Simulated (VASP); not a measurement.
BaCd3Se4: single point with PBE

Crystal: BaCd3Se4.

```
CELL_PARAMETERS angstrom
6.47399 0.00000 0.00000
0.00000 6.47399 0.00000
0.00000 0.00000 6.47399
ATOMIC_POSITIONS crystal
Ba 0.00000 0.00000 0.00000
Cd 0.00000 0.50000 0.50000
Cd 0.50000 0.50000 0.00000
Cd 0.50000 0.00000 0.50000
Se 0.72482 0.72482 0.27518
Se 0.72482 0.27518 0.72482
Se 0.27518 0.72482 0.72482
Se 0.27518 0.27518 0.27518
```

| Property | Result |
| --- | --- |
| Program | VASP 6.6.1 |
| Task | single point |
| Functional | PBE |
| Potentials or basis | VASP PAW PBE potentials, release 64 (Ba_sv, Cd, Se) |
| Cutoff | 520 eV |
| k mesh | 2 × 2 × 2 |
| Occupations | gaussian, width 0.1 eV |
| Spin | no spin polarisation |

| Quantity | Value |
| --- | --- |
| Pressure | 0.3 GPa |
| Largest force | 0.005 eV/Å |
| Band gap on the k mesh | 0.75 eV, indirect (least direct gap 0.84 eV) |

Forces in eV/Å, atoms in the order of the input:
```
Ba   0.000  0.000  0.000
Cd   0.000  0.000  0.000
Cd   0.000  0.000  0.000
Cd   0.000  0.000  0.000
Se  -0.003 -0.003  0.003
Se  -0.003  0.003 -0.003
Se   0.003 -0.003 -0.003
Se   0.003  0.003  0.003
```

Levels at points of the mesh, in eV from the valence-band top:
```
           k point  band 31  band 32  band 33  band 34  band 35  band 36  band 37  band 38  band 39  band 40
(0.00, 0.00, 0.00)    -1.00    -1.00    -0.09    -0.09    -0.09     0.75     3.18     3.18     3.28     3.28
(0.50, 0.00, 0.00)    -0.98    -0.98    -0.58     0.00     0.00     2.71     3.37     3.90     4.44     4.44
(0.50, 0.50, 0.00)    -0.86    -0.50    -0.50    -0.14    -0.14     3.24     3.24     3.85     4.06     4.53
(0.50, 0.50, 0.50)    -0.40    -0.40    -0.24    -0.24    -0.24     2.28     2.28     2.28     4.43     4.43
```

Wall time 53 s on 1 thread of Intel(R) Xeon(R) Platinum 8375C CPU @ 2.90GHz (Ice Lake), with other jobs on the host, peak memory 0.33 GiB.

Caveat: the k points lie up to 0.49 Å⁻¹ apart; spin-orbit coupling is left out, which moves the levels of the heavy elements. As with any semilocal functional, this PBE gap is likely too small.
